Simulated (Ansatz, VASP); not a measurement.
One calculation of KCl, two programs

```
CELL_PARAMETERS angstrom
3.68182 0.00000 0.00000
0.00000 3.68182 0.00000
0.00000 0.00000 3.68182
ATOMIC_POSITIONS crystal
K 0.00000 0.00000 0.00000
Cl 0.50000 0.50000 0.50000
```

Change from the starting cell: volume scaled by 1.04, crystal datasets.

Alike in both runs: task electric field gradients; functional PBE; k mesh 7 × 7 × 7; occupations fermi-dirac, width 0.02 eV; no spin polarisation.

```csv
,VASP,Ansatz
version,VASP 6.6.1,Ansatz 0.2.0
potentials or method,"VASP PAW PBE potentials, release 64 (K_sv, Cl), cutoff 520 eV","all-electron PAW with datasets made for the crystal, scalar-relativistic"
```

|  | VASP | Ansatz | Ansatz less VASP |
| --- | --- | --- | --- |
| gap on the k mesh at the Fermi level (eV) | 5.40 | 5.40 | +0.002 |
| pressure (GPa) | 3.1 | 3.1 | -0.05 |

Ansatz ran all-electron here, and VASP with PAW potentials.
